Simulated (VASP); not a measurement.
# Te7Se (Fm-3m) in VASP: single point with PBE

Aim: the single point of Te7Se with PBE.

Everything below comes from runs of VASP 6.6.1. Logs are shortened: lines on timing, memory, paths and dates and some standing lists are left out, and cuts for length are marked.

### 1 The cell of the first run

It takes space group Fm-3m (No. 225, cubic). The conventional cell has a = 10.135 Å, b = 10.135 Å, c = 10.135 Å, α = 90.00°, β = 90.00°, γ = 90.00°. Te (site symmetry mmm) has 10 Te at 3.58 Å and 2 Se at 3.58 Å within 4.7 Å. Te (site symmetry m-3m) has 12 Te at 3.58 Å within 4.7 Å. Within 4.7 Å of Se (site symmetry m-3m) lie 12 Te at 3.58 Å.

The cell was generated, and may not be a known phase.

### 2 Single point, PBE

The input, INCAR:

```
PREC = Accurate
ENCUT = 520
EDIFF = 1E-6
ISMEAR = 0
SIGMA = 0.1
LREAL = F
LASPH = T
NELM = 60
ALGO = Normal
ISIF = 2
LWAVE = F
LCHARG = F
GGA = PE
NBANDS = 34
```

The input, KPOINTS:

```
Automatic mesh
0
Gamma
  4 4 4
```

The input, POSCAR:

```
Te7Se
1.0
    0.0000000000      5.0675013200      5.0675013200
    5.0675013200      0.0000000000      5.0675013200
    5.0675013200      5.0675013200      0.0000000000
Te Se
7 1
Direct
    0.5000000000      0.0000000000      0.0000000000
    0.0000000000      0.5000000000      0.5000000000
    0.0000000000      0.5000000000      0.0000000000
    0.5000000000      0.0000000000      0.5000000000
    0.0000000000      0.0000000000      0.5000000000
    0.5000000000      0.5000000000      0.0000000000
    0.5000000000      0.5000000000      0.5000000000
    0.0000000000      0.0000000000      0.0000000000
```

Potentials or basis: VASP PAW PBE potentials, release 64 (Te, Se).

The run is started by

```bash
> cat potpaw_PBE.64/Te/POTCAR potpaw_PBE.64/Se/POTCAR > POTCAR
> mpirun -np 1 vasp_std > vasp.out
```

OUTCAR:

```text
PREC = Accurate
   ENCUT = 520
   EDIFF = 1E-6
   ISMEAR = 0
   LREAL = F
   LASPH = T
   NELM = 60
   ISIF = 2
   GGA = PE

 ion  position               nearest neighbor table
   1  0.500  0.000  0.000-   4 3.58   6 3.58   4 3.58   5 3.58   7 3.58   3 3.58   6 3.58   7 3.58
                             3 3.58   5 3.58
   2  0.000  0.500  0.500-   3 3.58   5 3.58   7 3.58   3 3.58   6 3.58   4 3.58   5 3.58   4 3.58
                             6 3.58   7 3.58
   3  0.000  0.500  0.000-   2 3.58   6 3.58   2 3.58   5 3.58   7 3.58   1 3.58   5 3.58   1 3.58
                             6 3.58   7 3.58
   4  0.500  0.000  0.500-   1 3.58   5 3.58   7 3.58   1 3.58   6 3.58   2 3.58   6 3.58   7 3.58
                             2 3.58   5 3.58
   5  0.000  0.000  0.500-   2 3.58   4 3.58   1 3.58   3 3.58   2 3.58   3 3.58   7 3.58   1 3.58
                             4 3.58   7 3.58
   6  0.500  0.500  0.000-   1 3.58   3 3.58   7 3.58   2 3.58   4 3.58   7 3.58   1 3.58   4 3.58
                             2 3.58   3 3.58
   7  0.500  0.500  0.500-   2 3.58   4 3.58   6 3.58   1 3.58   3 3.58   6 3.58   1 3.58   4 3.58
                             5 3.58   2 3.58   3 3.58   5 3.58
   8  0.000  0.000  0.000-

  LATTYP: Found a face centered cubic cell.
 ALAT       =    10.1350026400

  Lattice vectors:

 A1 = (   0.0000000000,   5.0675013200,   5.0675013200)
 A2 = (   5.0675013200,   0.0000000000,   5.0675013200)
 A3 = (   5.0675013200,   5.0675013200,   0.0000000000)

Analysis of symmetry for initial positions (statically):
=====================================================================
 Subroutine PRICEL returns:
 Original cell was already a primitive cell.

 Routine SETGRP: Setting up the symmetry group for a
 face centered cubic supercell.

 Subroutine GETGRP returns: Found 48 space group operations
 (whereof 48 operations were pure point group operations)
 out of a pool of 48 trial point group operations.

The static configuration has the point symmetry O_h .

Analysis of symmetry for dynamics (positions and initial velocities):
=====================================================================
 Subroutine PRICEL returns:
 Original cell was already a primitive cell.

 Routine SETGRP: Setting up the symmetry group for a
 face centered cubic supercell.

 Subroutine GETGRP returns: Found 48 space group operations
 (whereof 48 operations were pure point group operations)
 out of a pool of 48 trial point group operations.

The dynamic configuration has the point symmetry O_h .
[... 100 lines left out ...]
   ISIF   =      2    stress and relaxation
   ISYM   =      2    0-nonsym 1-usesym 2-fastsym
   POTIM  = 0.5000    time-step for ionic-motion
   TEBEG  =    0.0;   TEEND  =   0.0 temperature during run
   PSTRESS=    0.0 pullay stress
   NELECT =      48.0000    total number of electrons
   NUPDOWN=      -1.0000    fix difference up-down
   EMIN   =  10.00;   EMAX   =-10.00  energy-range for DOS
   EFERMI =   0.00;   METHOD = LEGACY
   ISMEAR =     0;   SIGMA  =   0.10  broadening in eV -4-tet -1-fermi 0-gaus
   EFERMI_NEDOS =   21; number of points for ismear=-14 and -15
   IALGO  =     38    algorithm
   IMIX   =      4    mixing-type and parameters
     AMIX     =   0.40;   BMIX     =  1.00
     AMIX_MAG =   1.60;   BMIX_MAG =  1.00
  volume/ion in A,a.u.               =      32.53       219.54
  Fermi-wavevector in a.u.,A,eV,Ry     =   0.931862  1.760963 11.814835  0.868366
  Thomas-Fermi vector in A             =   2.058399
   LORBIT       =      0    0 simple, 1 ext, 2 COOP (PROOUT), +10 PAW based schemes
   GGA     = PE    functional components
   LHFCALC =     F    Hartree Fock is set to
   AEXX    =    0.0000 exact exchange contribution
   IVDW    =     0    specifies the selected vdW correction
   LEPSILON=     F    determine dielectric tensor
   LRPA    =     F    only Hartree local field effects (RPA)
 non-spin polarized calculation
 Gauss-broadening in eV      SIGMA  =   0.10
  energy-cutoff  :      520.00
  volume of cell :      260.26
 maximum number of plane-waves:      7046
 NGX is ok and might be reduce to    54
   NGX = 27   NGY = 27   NGZ = 27

 number of electron      48.0000000 magnetization

 Free energy of the ion-electron system (eV)
  ---------------------------------------------------
  ext. energy  EPLUGINS =         0.00000000
  ---------------------------------------------------
  free energy    TOTEN  =       -21.01027295 eV

  energy without entropy =      -20.96359279  energy(sigma->0) =      -20.98693287

 E-fermi :   5.4245     XC(G=0):  -9.3834

 val. band max:        5.4108638210   @ k =   0.2500   0.0000   0.0000
 cond. band min:       5.4424861855   @ k =   0.2500   0.2500   0.0000
 fundamental gap:      0.0316223644
 Fermi energy:         5.4244708756

 k-point     1 :       0.0000    0.0000    0.0000
  band No.  band energies     occupation
      1      -7.5042      2.00000
      2      -6.1947      2.00000
      3      -5.2166      2.00000
      4      -5.2166      2.00000
      5      -5.2166      2.00000
      6      -4.7314      2.00000
[... 285 lines left out ...]
     33      12.2770      0.00000
     34      12.2797      0.00000

------------------------ aborting loop because EDIFF is reached ----------------------------------------

  FORCE on cell =-STRESS in cart. coord.  units (eV):
  Direction    XX          YY          ZZ          XY          YZ          ZX
  --------------------------------------------------------------------------------------
  -------------------------------------------------------------------------------------
  Total      -10.5372265    -10.5372265    -10.5372265     -0.0000000     -0.0000000      0.0000000
  in kB      -64.8672210    -64.8672210    -64.8672210     -0.0000000     -0.0000000      0.0000000
  external PRESSURE =     -64.8672210 kB  Pullay stress =       0.0000000 kB

 VOLUME and BASIS-vectors are now :
 -----------------------------------------------------------------------------
  energy-cutoff  :      520.00
  volume of cell :      260.26
      direct lattice vectors                 reciprocal lattice vectors
     0.000000000  5.067501320  5.067501320    -0.098667957  0.098667957  0.098667957
     5.067501320  0.000000000  5.067501320     0.098667957 -0.098667957  0.098667957
     5.067501320  5.067501320  0.000000000     0.098667957  0.098667957 -0.098667957

 POSITION                                       TOTAL-FORCE (eV/Angst)
 -----------------------------------------------------------------------------------
      0.00000      2.53375      2.53375         0.000000      0.000000      0.000000
      5.06750      2.53375      2.53375         0.000000     -0.000000      0.000000
      2.53375      0.00000      2.53375         0.000000     -0.000000     -0.000000
      2.53375      5.06750      2.53375         0.000000      0.000000      0.000000
      2.53375      2.53375      0.00000        -0.000000      0.000000      0.000000
      2.53375      2.53375      5.06750         0.000000      0.000000      0.000000
      5.06750      5.06750      5.06750        -0.000000     -0.000000     -0.000000
      0.00000      0.00000      0.00000         0.000000      0.000000      0.000000
 -----------------------------------------------------------------------------------
    total drift:                               -0.000000     -0.000000     -0.000000

  FREE ENERGIE OF THE ION-ELECTRON SYSTEM (eV)
  ---------------------------------------------------
  free  energy   TOTEN  =       -21.0102729492 eV

  energy  without entropy=      -20.9635927864  energy(sigma->0) =      -20.98693287
```

Wall time 80 s (1 thread of AMD EPYC 7R13 (Zen 3), shared host); peak memory 0.38 GiB.

What came out:

```yaml
Free_energy: -21.0103 eV
Pressure: -6.5 GPa
Band_gap_on_the_k_mesh: zero (bands 24 and 25 overlap by 1.29 eV)
```

Levels at points of the mesh, in eV from the Fermi level:
| k point | band 20 | band 21 | band 22 | band 23 | band 24 | band 25 | band 26 | band 27 | band 28 | band 29 |
| --- | --- | --- | --- | --- | --- | --- | --- | --- | --- | --- |
| (0.00, 0.00, 0.00) | -0.58 | -0.58 | 0.98 | 0.98 | 0.98 | 1.33 | 1.33 | 1.42 | 1.42 | 1.42 |
| (0.50, 0.00, 0.00) | -1.39 | -1.31 | -1.31 | -0.05 | -0.05 | 0.18 | 0.19 | 0.19 | 0.32 | 1.56 |
| (0.50, 0.50, 0.00) | -1.66 | -1.58 | -1.51 | -1.26 | -1.19 | 0.36 | 0.36 | 0.57 | 0.57 | 1.06 |

Caveat: the cell stands under tension; spin-orbit coupling is left out, which moves the levels of the heavy elements.

The gap in the log of VASP goes by the Fermi energy; the results here count the filled bands.